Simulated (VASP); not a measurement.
# GaSi2 in VASP: notebook

Runs on GaSi2. Level: r2SCAN. Tasks: single point, relaxation of cell and atoms.

All numbers are computed with VASP 6.6.1; they aren't measurements. Logs are shortened: lines on timing, memory, paths and dates and some standing lists are left out, and cuts for length are marked.

### 1 The cell of the first run

It takes space group I4/mmm (No. 139, tetragonal). The conventional cell has a = 3.643 Å, b = 3.643 Å, c = 7.843 Å, α = 90.00°, β = 90.00°, γ = 90.00°. Ga (site symmetry 4/mmm) has 8 Si at 2.68 Å within 3.5 Å. Within 3.4 Å of Si (site symmetry -4m2) lie 4 Si at 2.58 Å and 4 Ga at 2.68 Å.

### 2 Single point, r2SCAN

Contents of POSCAR:

```
GaSi2
1.0
   -1.8214179917      1.8214179917      3.9216862223
    1.8214179917     -1.8214179917      3.9216862223
    1.8214179917      1.8214179917     -3.9216862223
Ga Si
1 2
Direct
    0.0000000000      0.0000000000      0.0000000000
    0.7500000000      0.2500000000      0.5000000000
    0.2500000000      0.7500000000      0.5000000000
```

Contents of INCAR.step1:

```
ALGO = Normal
EDIFF = 1E-4
ENCUT = 520
GGA = PE
ISMEAR = 0
LASPH = True
LCHARG = False
LREAL = False
LWAVE = True
NBANDS = 18
NELM = 100
PREC = Accurate
SIGMA = 0.1
```

Contents of INCAR.step2:

```
ALGO = Normal
EDIFF = 1E-6
ENCUT = 520
ISIF = 2
ISMEAR = 0
ISTART = 1
LASPH = True
LCHARG = False
LMIXTAU = True
LREAL = False
LWAVE = False
METAGGA = R2SCAN
NBANDS = 18
NELM = 100
PREC = Accurate
SIGMA = 0.1
```

Contents of KPOINTS:

```
k-points
0
Gamma
  6 6 6
```

Potentials or basis: VASP PAW PBE potentials, release 64 (Ga_d, Si).

Started as:

```
cat potpaw_PBE.64/Ga_d/POTCAR potpaw_PBE.64/Si/POTCAR > POTCAR
cp INCAR.step1 INCAR
mpirun -np 1 vasp_std > vasp.out
cp INCAR.step2 INCAR
mpirun -np 1 vasp_std > vasp.out
```

OUTCAR:

```text
EDIFF = 1E-6
   ENCUT = 520
   ISIF = 2
   ISMEAR = 0
   ISTART = 1
   LASPH = True
   LREAL = False
   METAGGA = R2SCAN
   NELM = 100
   PREC = Accurate

 ion  position               nearest neighbor table
   1  0.000  0.000  0.000-   2 2.68   3 2.68   2 2.68   3 2.68   2 2.68   3 2.68   2 2.68   3 2.68

   2  0.750  0.250  0.500-   3 2.58   3 2.58   3 2.58   3 2.58   1 2.68   1 2.68   1 2.68   1 2.68

   3  0.250  0.750  0.500-   2 2.58   2 2.58   2 2.58   2 2.58   1 2.68   1 2.68   1 2.68   1 2.68

  LATTYP: Found a body centered tetragonal cell.
 ALAT       =     3.6428359834
 C/A-ratio  =     2.1530951381

  Lattice vectors:

 A1 = (  -1.8214179917,   1.8214179917,   3.9216862223)
 A2 = (   1.8214179917,  -1.8214179917,   3.9216862223)
 A3 = (   1.8214179917,   1.8214179917,  -3.9216862223)

Analysis of symmetry for initial positions (statically):
=====================================================================
 Subroutine PRICEL returns:
 Original cell was already a primitive cell.

 Routine SETGRP: Setting up the symmetry group for a
 body centered tetragonal supercell.

 Subroutine GETGRP returns: Found 16 space group operations
 (whereof 16 operations were pure point group operations)
 out of a pool of 16 trial point group operations.

The static configuration has the point symmetry D_4h.

Analysis of symmetry for dynamics (positions and initial velocities):
=====================================================================
 Subroutine PRICEL returns:
 Original cell was already a primitive cell.

 Routine SETGRP: Setting up the symmetry group for a
 body centered tetragonal supercell.

 Subroutine GETGRP returns: Found 16 space group operations
 (whereof 16 operations were pure point group operations)
 out of a pool of 16 trial point group operations.

The dynamic configuration has the point symmetry D_4h.

 Subroutine INISYM returns: Found 16 space group operations
 (whereof 16 operations are pure point group operations),
 and found     1 'primitive' translations

----------------------------------------------------------------------------------------

                                     Primitive cell

  volume of cell :      52.0418

  direct lattice vectors                    reciprocal lattice vectors
    -1.821417992  1.821417992  3.921686222     0.000000000  0.274511398  0.127496177
     1.821417992 -1.821417992  3.921686222     0.274511398  0.000000000  0.127496177
     1.821417992  1.821417992 -3.921686222     0.274511398  0.274511398  0.000000000

  length of vectors
     4.691987833  4.691987833  4.691987833     0.302674384  0.302674384  0.388217743

  position of ions in fractional coordinates (direct lattice)
     0.000000000  0.000000000  0.000000000
     0.750000000  0.250000000  0.500000000
     0.250000000  0.750000000  0.500000000

  ion indices of the primitive-cell ions
   primitive index   ion index
                 1           1
                 2           2
                 3           3

----------------------------------------------------------------------------------------

 KPOINTS: k-points

Automatic generation of k-mesh.
 Grid dimensions read from file:
 generate k-points for:    6    6    6

 Generating k-lattice:

  Cartesian coordinates                     Fractional coordinates (reciprocal lattice)
     0.000000000  0.045751900  0.021249363     0.166666667  0.000000000  0.000000000
     0.045751900  0.000000000  0.021249363     0.000000000  0.166666667  0.000000000
     0.045751900  0.045751900  0.000000000     0.000000000  0.000000000  0.166666667

  Length of vectors
     0.050445731  0.050445731  0.064702957

  Shift w.r.t. Gamma in fractional coordinates (k-lattice)
     0.000000000  0.000000000  0.000000000

 Subroutine IBZKPT returns following result:
 ===========================================

 Found     30 irreducible k-points:

 Following reciprocal coordinates:
            Coordinates               Weight
  0.000000  0.000000  0.000000      1.000000
  0.166667 -0.000000  0.000000      8.000000
  0.333333 -0.000000  0.000000      8.000000
  0.500000 -0.000000  0.000000      4.000000
  0.166667  0.166667  0.000000      8.000000
  0.333333  0.166667  0.000000     16.000000
[... 16 lines left out ...]
 -0.333333 -0.333333  0.166667      8.000000
 -0.166667 -0.333333  0.166667      8.000000
 [... further k-points ...]
   k-points           NKPTS =     30   k-points in BZ     NKDIM =     30   number of bands    NBANDS=     18
   number of dos      NEDOS =    301   number of ions     NIONS =      3
   total plane-waves  NPLWV =  46656
   dimension x,y,z NGX =    36 NGY =   36 NGZ =   36
   dimension x,y,z NGXF=    72 NGYF=   72 NGZF=   72
   ions per type =               1   2
   NGX,Y,Z   is equivalent  to a cutoff of  12.76, 12.76, 12.76 a.u.
   NGXF,Y,Z  is equivalent  to a cutoff of  25.51, 25.51, 25.51 a.u.
 SYSTEM =  unknown system
   PREC   = accura    normal or accurate (medium, high low for compatibility)
   ISTART =      1    job   : 0-new  1-cont  2-samecut
   ICHARG =      0    charge: 1-file 2-atom 10-const
   ISPIN  =      1    spin polarized calculation?
   LNONCOLLINEAR =      F non collinear calculations
   LSORBIT =      F    spin-orbit coupling
   LASPH  =      T    aspherical Exc in radial PAW
   ENCUT  =  520.0 eV  38.22 Ry    6.18 a.u.   8.72  8.72  8.72*2*pi/ulx,y,z
   NELM   =    100;   NELMIN=  2; NELMDL=  0     # of ELM steps
   EDIFF  = 0.1E-05   stopping-criterion for ELM
   LREAL  =      F    real-space projection
   EDIFFG = 0.1E-04   stopping-criterion for IOM
   NSW    =      0    number of steps for IOM
   IBRION =     -1    ionic relax: 0-MD 1-quasi-New 2-CG
   NFREE  =      0    steps in history (QN), initial steepest desc. (CG)
   ISIF   =      2    stress and relaxation
   ISYM   =      2    0-nonsym 1-usesym 2-fastsym
   POTIM  = 0.5000    time-step for ionic-motion
   TEBEG  =    0.0;   TEEND  =   0.0 temperature during run
   PSTRESS=    0.0 pullay stress
   NELECT =      21.0000    total number of electrons
   NUPDOWN=      -1.0000    fix difference up-down
   EMIN   =  10.00;   EMAX   =-10.00  energy-range for DOS
   EFERMI =   0.00;   METHOD = LEGACY
   ISMEAR =     0;   SIGMA  =   0.10  broadening in eV -4-tet -1-fermi 0-gaus
   EFERMI_NEDOS =   21; number of points for ismear=-14 and -15
   IALGO  =     38    algorithm
   IMIX   =      4    mixing-type and parameters
     AMIX     =   0.40;   BMIX     =  1.00
     AMIX_MAG =   1.60;   BMIX_MAG =  1.00
  volume/ion in A,a.u.               =      17.35       117.07
  Fermi-wavevector in a.u.,A,eV,Ry     =   1.209754  2.286104 19.912206  1.463506
  Thomas-Fermi vector in A             =   2.345322
   LORBIT       =      0    0 simple, 1 ext, 2 COOP (PROOUT), +10 PAW based schemes
   METAGGA = R2SCAN    functional components
   LHFCALC =     F    Hartree Fock is set to
   AEXX    =    0.0000 exact exchange contribution
   IVDW    =     0    specifies the selected vdW correction
   LEPSILON=     F    determine dielectric tensor
   LRPA    =     F    only Hartree local field effects (RPA)
 non-spin polarized calculation
 Gauss-broadening in eV      SIGMA  =   0.10
  energy-cutoff  :      520.00
  volume of cell :       52.04
 maximum number of plane-waves:      1430
   NGX = 17   NGY = 17   NGZ = 17

 number of electron      20.9999999 magnetization

 Free energy of the ion-electron system (eV)
  ---------------------------------------------------
  ext. energy  EPLUGINS =         0.00000000
  ---------------------------------------------------
  free energy    TOTEN  =       -27.54510005 eV

  energy without entropy =      -27.53193253  energy(sigma->0) =      -27.53851629

 E-fermi :   7.1242     XC(G=0): -11.3390

 val. band max:        7.1229609663   @ k =  -0.3333   0.5000   0.1667
 cond. band min:       7.1244299736   @ k =  -0.1667  -0.3333   0.1667
 fundamental gap:      0.0014690073
 Fermi energy:         7.1242399755

 k-point     1 :       0.0000    0.0000    0.0000
  band No.  band energies     occupation
      1      -8.3466      2.00000
      2      -8.3206      2.00000
      3      -8.3190      2.00000
      4      -8.3189      2.00000
      5      -8.2239      2.00000
      6      -6.4010      2.00000
[... 10 lines left out ...]
     17      15.1386      0.00000
     18      15.4980      0.00000

 k-point     2 :       0.1667   -0.0000    0.0000
  band No.  band energies     occupation
      1      -8.3399      2.00000
      2      -8.3234      2.00000
      3      -8.3157      2.00000
      4      -8.3096      2.00000
      5      -8.2279      2.00000
      6      -6.0355      2.00000
[... 10 lines left out ...]
     17      14.3456      0.00000
     18      15.8730      0.00000

 k-point     3 :       0.3333   -0.0000    0.0000
  band No.  band energies     occupation
      1      -8.3658      2.00000
      2      -8.3093      2.00000
      3      -8.3054      2.00000
      4      -8.2833      2.00000
      5      -8.2360      2.00000
      6      -4.9300      2.00000
[... 10 lines left out ...]
     17      14.6733      0.00000
     18      16.7915      0.00000

 k-point     4 :       0.5000   -0.0000    0.0000
  band No.  band energies     occupation
      1      -8.3809      2.00000
      2      -8.3062      2.00000
      3      -8.2990      2.00000
      4      -8.2682      2.00000
      5      -8.2399      2.00000
      6      -3.3609      2.00000
[... 375 lines left out ...]
      4      -8.2783      2.00000
      5      -8.2356      2.00000
      6      -4.3183      2.00000
[... 10 lines left out ...]
     17      14.7108      0.00000
     18      15.9421      0.00000

 k-point    23 :      -0.3333   -0.3333    0.1667
  band No.  band energies     occupation
      1      -8.3367      2.00000
      2      -8.3165      2.00000
      3      -8.3017      2.00000
      4      -8.2897      2.00000
      5      -8.2318      2.00000
      6      -4.9564      2.00000
[... 10 lines left out ...]
     17      14.9336      0.00000
     18      16.3405      0.00000

 k-point    24 :      -0.1667   -0.3333    0.1667
  band No.  band energies     occupation
      1      -8.3369      2.00000
      2      -8.3145      2.00000
      3      -8.3091      2.00000
      4      -8.2990      2.00000
      5      -8.2273      2.00000
      6      -5.6128      2.00000
[... 10 lines left out ...]
     17      14.7357      0.00000
     18      16.8439      0.00000

 [... further k-points ...]

------------------------ aborting loop because EDIFF is reached ----------------------------------------

  FORCE on cell =-STRESS in cart. coord.  units (eV):
  Direction    XX          YY          ZZ          XY          YZ          ZX
  --------------------------------------------------------------------------------------
  -------------------------------------------------------------------------------------
  Total       -0.0434062     -0.0434062      0.0203494      0.0000000      0.0000000      0.0000000
  in kB       -1.3363179     -1.3363179      0.6264854      0.0000000      0.0000000      0.0000000
  external PRESSURE =      -0.6820501 kB  Pullay stress =       0.0000000 kB

 VOLUME and BASIS-vectors are now :
 -----------------------------------------------------------------------------
  energy-cutoff  :      520.00
  volume of cell :       52.04
      direct lattice vectors                 reciprocal lattice vectors
    -1.821417992  1.821417992  3.921686222     0.000000000  0.274511398  0.127496177
     1.821417992 -1.821417992  3.921686222     0.274511398  0.000000000  0.127496177
     1.821417992  1.821417992 -3.921686222     0.274511398  0.274511398  0.000000000

 POSITION                                       TOTAL-FORCE (eV/Angst)
 -----------------------------------------------------------------------------------
      0.00000      0.00000      0.00000        -0.000000     -0.000000     -0.000000
     -0.00000      1.82142      1.96084        -0.000000      0.000000      0.000000
      1.82142     -0.00000      1.96084         0.000000     -0.000000     -0.000000
 -----------------------------------------------------------------------------------
    total drift:                               -0.000000      0.000000      0.000000

  FREE ENERGIE OF THE ION-ELECTRON SYSTEM (eV)
  ---------------------------------------------------
  free  energy   TOTEN  =       -27.5451000464 eV

  energy  without entropy=      -27.5319325297  energy(sigma->0) =      -27.53851629
```

Wall time 3.4 min (1 thread of Intel Xeon 8259CL, shared host); peak memory 0.22 GiB.

What came out:

```yaml
Free_energy: -27.5451 eV
Pressure: -0.1 GPa
Band_gap_on_the_k_mesh: zero (an odd number of electrons rules out a gap without spin polarisation)
```

Caveat: the PAW data sets were made with another functional, which shifts forces and pressure a little.

[end of part 1 of 2]
